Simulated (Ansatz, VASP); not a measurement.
## One calculation of MgO, two programs

```xyz
4
Lattice="3.4157 0.0000 0.0000 -1.7079 2.9581 0.0000 0.0000 0.0000 4.1970" Properties=species:S:1:pos:R:3 pbc="T T T"
Mg    1.7079    0.9860    3.1478
Mg    0.0000    1.9721    1.0493
O     1.7079    0.9860    1.0493
O     0.0000    1.9721    3.1478
```

Alike in both runs: task single point; functional PBE; k mesh 9 × 9 × 6; occupations gaussian, width 0.05 eV; no spin polarisation.

|  | VASP | Ansatz |
| --- | --- | --- |
| version | VASP 6.6.1 | Ansatz 0.2.0 |
| potentials or method | VASP PAW PBE potentials, release 64 (Mg, O), cutoff 520 eV | scalar-relativistic, plane waves, PAW |
| valence electrons in the cell | 16 | 32 |

|  | VASP | Ansatz | Ansatz less VASP |
| --- | --- | --- | --- |
| gap on the k mesh at the Fermi level (eV) | 3.60 | 3.62 | +0.021 |
| least direct gap on the mesh (eV) | 3.60 | 3.62 | +0.021 |
| pressure (GPa) | 9.6 | 10.2 | +0.56 |
| traceless stress, the component that is largest in VASP (GPa) | -2.77 | -2.60 | +0.170 |

With one functional, cell and mesh, what is left measures potentials, basis and numerics. VASP's potentials hold 16 valence electrons a cell and Ansatz's 32, so a difference there can come from the potentials and not from the codes.
